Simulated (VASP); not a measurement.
Write the native input for VASP 6.6.1 that does the following.

| Property | Result |
| --- | --- |
| Task | single point |
| Functional | PBEsol |
| Potentials or basis | VASP PAW PBE potentials, release 64 (Pb_d) |
| Cutoff | 520 eV |
| k mesh | 15 × 15 × 15 |
| Occupations | fermi-dirac, width 0.1 eV |
| Spin | no spin polarisation |
| Dipole correction | no |
| Further INCAR settings | ALGO = Normal; EDIFF = 1e-07; NBANDS = 13 |

The structure of Pb lies in POSCAR:

```
Pb
1.0
    0.0000000000      2.1373098038      2.1373098038
    2.1373098038      0.0000000000      2.1373098038
    2.1373098038      2.1373098038      0.0000000000
Pb
1
Direct
    0.0000000000      0.0000000000      0.0000000000
```

These files were run (other wordings do the same):

INCAR

```
SYSTEM = Pb
PREC     = Accurate       ! precision mode
ENCUT    = 520            ! plane-wave cutoff, eV
EDIFF    = 1E-7           ! SCF threshold, eV
ISMEAR   = -1             ! smearing method
SIGMA    = 0.1            ! smearing width, eV
LREAL    = .FALSE.        ! projectors in reciprocal space
LASPH    = .TRUE.         ! aspherical terms in the spheres
NELM     = 100            ! most SCF steps
ALGO     = Normal         ! electronic algorithm
ISIF     = 2              ! what is computed and relaxed
LWAVE    = .FALSE.        ! write WAVECAR
LCHARG   = .TRUE.         ! write CHGCAR
GGA      = PS             ! functional
LELF     = .TRUE.         ! ELF
LVHAR    = .TRUE.       
NBANDS   = 13             ! bands
```

KPOINTS

```
Automatic mesh
0
G
  15 15 15
  0 0 0
```

Potentials or basis: VASP PAW PBE potentials, release 64 (Pb_d).

Command:

```console
$ cat potpaw_PBE.64/Pb_d/POTCAR > POTCAR
$ mpirun -np 1 vasp_std > vasp.out
```

It gave:

- Pressure: 58.7 GPa
- Band gap on the k mesh: zero (bands 7 and 8 overlap by 12.01 eV)

Caveat: the cell stands under pressure; the PAW data sets were made with another functional, which shifts forces and pressure a little; spin-orbit coupling is left out, which moves the levels of the heavy elements.

It took 29 s on 1 thread of Intel Xeon 8259CL (shared host), peak memory 0.16 GiB.
